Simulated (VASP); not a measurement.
Set up this calculation in VASP 6.6.1, as the native input.

| Item | Value |
| --- | --- |
| Task | single point |
| Functional | PBEsol |
| Potentials or basis | VASP PAW PBE potentials, release 64 (Hf_pv, C) |
| Cutoff | 520 eV |
| k mesh | 15 × 15 × 15 |
| Occupations | fermi-dirac, width 0.05 eV |
| Spin | no spin polarisation |
| Dipole correction | no |
| Further INCAR settings | ALGO = Normal; EDIFF = 1e-06; NBANDS = 14 |

The structure of HfC lies in POSCAR:

```
HfC
1.0
    0.0000000000      2.3035719786      2.3035719786
    2.3035719786      0.0000000000      2.3035719786
    2.3035719786      2.3035719786      0.0000000000
Hf C
1 1
Direct
    0.5000000000      0.5000000000      0.5000000000
    0.0000000000      0.0000000000      0.0000000000
```

One way to write it, as run:

INCAR

```
ALGO = Normal
EDIFF = 1E-6
ENCUT = 520
GGA = PS
ISIF = 2
ISMEAR = -1
LASPH = True
LCHARG = True
LELF = True
LREAL = False
LVHAR = True
LWAVE = False
NBANDS = 14
NELM = 60
PREC = Accurate
SIGMA = 0.05
```

KPOINTS

```
k-points
0
Gamma
  15 15 15
```

Potentials or basis: VASP PAW PBE potentials, release 64 (Hf_pv, C).

Command:

```bash
$ cat potpaw_PBE.64/Hf_pv/POTCAR potpaw_PBE.64/C/POTCAR > POTCAR
$ mpirun -np 1 vasp_std > vasp.out
```

Results of the run:

| Property | Result |
| --- | --- |
| Pressure | -0.4 GPa |
| Band gap on the k mesh | zero (band 7 reaches 7.06 eV, above the bottom of band 8 at 5.60 eV) |

Caveat: the PAW data sets were made with another functional, which shifts forces and pressure a little; spin-orbit coupling is left out, which moves the levels of the heavy elements.

Wall time 48 s on 1 thread of AMD EPYC 7R43 64-Core Processor (Zen 3), on a shared host, peak memory 0.13 GiB.
